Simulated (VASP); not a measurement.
Runs of VASP 6.6.1 on Si3C4. The structure is that of space group P-43m (No. 215), or close to it. The cells are those of the table. 

```csv
task,cell,k mesh,cutoff (eV),k mesh for the DOS,occupations for the DOS,gap on the mesh (eV),pressure (GPa),relaxed volume (Å³/atom),largest force (eV/Å)
single point,"a = 4.688 Å, 7 atoms",4 × 4 × 4,520,-,-,none,-29.7,-,3.94
relaxation of cell and atoms,"relaxed from a = 4.688 Å, 7 atoms",4 × 4 × 4,600,-,-,none,0.0,12.32,0.03
relaxation of cell and atoms,"relaxed from a = 4.421 Å, 7 atoms",8 × 8 × 8,600,-,-,none,0.0,(b),-
single point,"a = 4.421 Å, 7 atoms",4 × 4 × 4,520,-,-,none,(a),-,-
single point,"a = 4.417 Å, 7 atoms",8 × 8 × 8,520,-,-,none,-0.1,-,-
```

Alike in all rows: level PBE; potentials or basis VASP PAW PBE potentials, release 64 (Si, C); no spin polarisation; smearing gaussian 0.1 eV.

Task: Fill in the values left out.

Result: (a) -0.3; (b) 12.29.

Caveats: forces of over 1 eV/Å act on the atoms, so gaps and moduli don't describe the material at rest (some runs); the volume moved by over 15 % at a fixed basis, so the end points are rough (some runs).

A gap of «none» marks levels without a gap at the run's occupations.
